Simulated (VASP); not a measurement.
## As: single point with PBE

As:

```
CELL_PARAMETERS angstrom
1.82822 1.05553 3.39022
-1.82822 1.05553 3.39022
0.00000 -2.11105 3.39022
ATOMIC_POSITIONS crystal
As 0.22754 0.22754 0.22754
As 0.77246 0.77246 0.77246
```

```yaml
Program: VASP 6.6.1
Task: single point
Functional: PBE
Potentials_or_basis: VASP PAW PBE potentials, release 64 (As)
Cutoff: 500 eV
k_mesh: 4 × 4 × 4
Occupations: gaussian, width 0.1 eV
Spin: no spin polarisation
Dipole_correction: no
Further_INCAR_settings: ALGO = Normal; EDIFF = 1e-06; NBANDS = 12
```

```yaml
Pressure: 12.5 GPa
Largest_force: 0.536 eV/Å
Band_gap_on_the_k_mesh: 0.02 eV, indirect (least direct gap 0.03 eV)
```

Forces on the atoms (eV/Å):
```
As   0.000  0.000  0.536
As   0.000  0.000 -0.536
```

Stress tensor (GPa, compression positive):
```
14.95  0.00  0.00
 0.00 14.95  0.00
 0.00  0.00  7.63
```

Levels at points of the mesh, in eV from the valence-band top:
| k point | band 2 | band 3 | band 4 | band 5 | band 6 | band 7 | band 8 | band 9 |
| --- | --- | --- | --- | --- | --- | --- | --- | --- |
| (0.00, 0.00, 0.00) | -5.02 | -2.55 | -1.88 | -1.88 | 2.12 | 3.42 | 3.42 | 7.03 |
| (0.50, 0.00, 0.00) | -11.32 | -2.73 | -2.68 | -0.01 | 0.02 | 0.40 | 1.47 | 9.46 |
| (0.50, 0.50, 0.00) | -9.63 | -6.27 | -4.46 | -4.26 | 1.51 | 6.31 | 7.58 | 8.42 |
| (0.50, 0.50, 0.50) | -10.32 | -1.59 | -1.59 | 0.00 | 0.90 | 0.90 | 2.36 | 8.59 |

Run time: 23 s on 1 thread of Intel Xeon 8259CL, with other jobs on the host, peak memory 0.16 GiB.

Caveat: the k points lie up to 0.52 Å⁻¹ apart. A k mesh can miss the band edges.
